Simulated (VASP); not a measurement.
# LiCl in VASP: notebook, part 2 of 2

VASP 6.6.1. The steps go on from the part before.

## (3) Single point, PBEsol

This run uses another cell than the first one, of 11.12 Å³/atom, 0.738 times its volume.

INCAR reads:

```
SYSTEM = LiCl
ALGO     = Normal         ! electronic algorithm
EDIFF    = 1E-6           ! SCF threshold, eV
ENCUT    = 520            ! plane-wave cutoff, eV
GGA      = PS             ! functional
ISIF     = 2              ! what is computed and relaxed
ISMEAR   = 0              ! smearing method
LASPH    = .TRUE.         ! aspherical terms in the spheres
LCHARG   = .FALSE.        ! write CHGCAR
LREAL    = .FALSE.        ! projectors in reciprocal space
LWAVE    = .FALSE.        ! write WAVECAR
NBANDS   = 12             ! bands
NELM     = 80             ! most SCF steps
PREC     = Accurate       ! precision mode
SIGMA    = 0.01           ! smearing width, eV
```

KPOINTS reads:

```
k-points
0
G
  8 8 8
  0 0 0
```

POSCAR reads:

```
LiCl
1.0
    0.0000000000      2.2323431310      2.2323431310
    2.2323431310      0.0000000000      2.2323431310
    2.2323431310      2.2323431310      0.0000000000
Li Cl
1 1
Direct
    0.0000000000      0.0000000000      0.0000000000
    0.5000000000      0.5000000000      0.5000000000
```

Potentials or basis: VASP PAW PBE potentials, release 64 (Li_sv, Cl).

Launch:

```bash
$ cat potpaw_PBE.64/Li_sv/POTCAR potpaw_PBE.64/Cl/POTCAR > POTCAR
$ mpirun -np 1 vasp_std > vasp.out
```

OUTCAR:

```text
SYSTEM = LiCl
   EDIFF = 1E-6
   ENCUT = 520
   GGA = PS
   ISIF = 2
   ISMEAR = 0
   LASPH = .TRUE.
   LREAL = .FALSE.
   NELM = 80
   PREC = Accurate

 ion  position               nearest neighbor table
   1  0.000  0.000  0.000-   2 2.23   2 2.23   2 2.23   2 2.23   2 2.23   2 2.23
   2  0.500  0.500  0.500-   1 2.23   1 2.23   1 2.23   1 2.23   1 2.23   1 2.23

  LATTYP: Found a face centered cubic cell.
 ALAT       =     4.4646862620

  Lattice vectors:

 A1 = (   0.0000000000,   2.2323431310,   2.2323431310)
 A2 = (   2.2323431310,   0.0000000000,   2.2323431310)
 A3 = (   2.2323431310,   2.2323431310,   0.0000000000)

Analysis of symmetry for initial positions (statically):
=====================================================================
 Subroutine PRICEL returns:
 Original cell was already a primitive cell.

 Routine SETGRP: Setting up the symmetry group for a
 face centered cubic supercell.

 Subroutine GETGRP returns: Found 48 space group operations
 (whereof 48 operations were pure point group operations)
 out of a pool of 48 trial point group operations.

The static configuration has the point symmetry O_h .

Analysis of symmetry for dynamics (positions and initial velocities):
[... 166 lines left out ...]
 k-point     1 :       0.0000    0.0000    0.0000
  band No.  band energies     occupation
      1     -38.0697      2.00000
      2     -10.8556      2.00000
      3       4.6121      2.00000
      4       4.6121      2.00000
      5       4.6121      2.00000
      6      14.0278      0.00000
      7      16.4632      0.00000
      8      16.4632      0.00000
      9      16.4632      0.00000
     10      20.2037      0.00000
     11      20.2037      0.00000
     12      21.3649      0.00000
[... 331 lines left out ...]
 k-point    24 :      -0.3750    0.2500    0.1250
  band No.  band energies     occupation
      1     -38.0419      2.00000
      2      -9.1912      2.00000
      3      -0.0892      2.00000
      4       1.9728      2.00000
      5       3.4200      2.00000
      6      13.3278      0.00000
      7      14.2212      0.00000
      8      15.9247      0.00000
      9      18.8094      0.00000
     10      21.9745      0.00000
     11      24.2205      0.00000
     12      25.7712      0.00000

 [... further k-points ...]
[... 5 lines left out ...]
  --------------------------------------------------------------------------------------
  -------------------------------------------------------------------------------------
  Total        4.1925812      4.1925812      4.1925812      0.0000000     -0.0000000      0.0000000
  in kB      301.9111939    301.9111939    301.9111939      0.0000000     -0.0000000      0.0000000
  external PRESSURE =     301.9111939 kB  Pullay stress =       0.0000000 kB

 VOLUME and BASIS-vectors are now :
 -----------------------------------------------------------------------------
  energy-cutoff  :      520.00
  volume of cell :       22.25
      direct lattice vectors                 reciprocal lattice vectors
     0.000000000  2.232343131  2.232343131    -0.223979904  0.223979904  0.223979904
     2.232343131  0.000000000  2.232343131     0.223979904 -0.223979904  0.223979904
     2.232343131  2.232343131  0.000000000     0.223979904  0.223979904 -0.223979904

 POSITION                                       TOTAL-FORCE (eV/Angst)
 -----------------------------------------------------------------------------------
      0.00000      0.00000      0.00000         0.000000      0.000000      0.000000
      2.23234      2.23234      2.23234        -0.000000     -0.000000      0.000000
 -----------------------------------------------------------------------------------
    total drift:                                0.000000     -0.000000      0.000000

  FREE ENERGIE OF THE ION-ELECTRON SYSTEM (eV)
  ---------------------------------------------------
  free  energy   TOTEN  =        -6.9448220238 eV

  energy  without entropy=       -6.9448220238  energy(sigma->0) =       -6.94482202
```

stdout:

```text
POSCAR found type information on POSCAR LiCl
 POSCAR found :  2 types and       2 ions
 scaLAPACK will be used
 -----------------------------------------------------------------------------
|                                                                             |
|                                                                             |
|     You enforced a specific xc type in the INCAR file but a different       |
|     I HOPE YOU KNOW WHAT YOU ARE DOING!                                     |
|                                                                             |
 -----------------------------------------------------------------------------

 LDA part: xc-table for (Slater+PW92), standard interpolation
 POSCAR, INCAR and KPOINTS ok, starting setup
 FFT: planning ... GRIDC
 FFT: planning ... GRID_SOFT
 FFT: planning ... GRID
 WAVECAR not read
 entering main loop
```

It took 2.8 s on 1 thread of Intel Xeon 6975P-C (Granite Rapids), shared host; peak memory 0.13 GiB.

What came out:

* Free energy: -6.9448 eV
* Band gap on the k mesh: 6.87 eV, indirect (least direct gap 7.38 eV)

Caveat: the cutoff is under 1.25 times the usual one of these potentials, so pressure, stress and relaxed cells hold a basis-set (Pulay) error; the PAW data sets were made with another functional, which shifts forces and pressure a little.
